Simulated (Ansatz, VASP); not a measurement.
# One calculation of LiH, two programs

Contents of INCAR:

```
SYSTEM = LiH
  ALGO = Normal
  EDIFF = 1E-7
  ENCUT = 520
  GGA = PE
  ISIF = 2
  ISMEAR = 0
  LASPH = .True.
  LCHARG = .False.
  LREAL = .False.
  LWAVE = .False.
  NBANDS = 9
  NELM = 60
  PREC = Accurate
  SIGMA = 0.01
```

File KPOINTS:

```
k-points
0
Gamma
  8 8 8
  0 0 0
```

File POSCAR:

```
LiH
1.0
    2.5016587118      0.0000000000      0.0000000000
    0.0000000000      2.5016587118      0.0000000000
    0.0000000000      0.0000000000      2.5016587118
Li H
1 1
Direct
    0.0000000000      0.0000000000      0.0000000000
    0.5000000000      0.5000000000      0.5000000000
```

Input for Ansatz:

```yaml
crystal:
  lattice:
    - [2.5016587118, 0.0, 0.0]
    - [0.0, 2.5016587118, 0.0]
    - [0.0, 0.0, 2.5016587118]
  atoms:
    - { symbol: Li, position: [0.0, 0.0, 0.0] }
    - { symbol: H, position: [0.5, 0.5, 0.5] }
kpoints:
  mp_grid: { grid: [8, 8, 8] }
hamiltonian:
  xc: pbe
scf:
  occupations: { method: fixed }
output:
  optics:
    e_range: [0, 12]
    de: 0.05
    sigma: 0.1
    bands: { spectra_wanted_up_to: 12 }
    scissors: 1.053
```

Alike in both runs: task single point; functional PBE; k mesh 8 × 8 × 8; no spin polarisation.

|  | VASP | Ansatz |
| --- | --- | --- |
| version | VASP 6.6.1 | Ansatz 0.2.0 |
| potentials or method | VASP PAW PBE potentials, release 64 (Li_sv, H) | plane waves, PAW |
| plane-wave cutoff (eV) | 520 | 420 |
| occupations | gaussian, width 0.01 eV | fixed |
| valence electrons in the cell | 4 | 4 |

|  | VASP | Ansatz | Ansatz less VASP |
| --- | --- | --- | --- |
| gap on the k mesh at the Fermi level (eV) | 0.73 | 0.71 | -0.025 |

Noted on VASP's run: the cutoff is short for stress, so the pressure is rough.
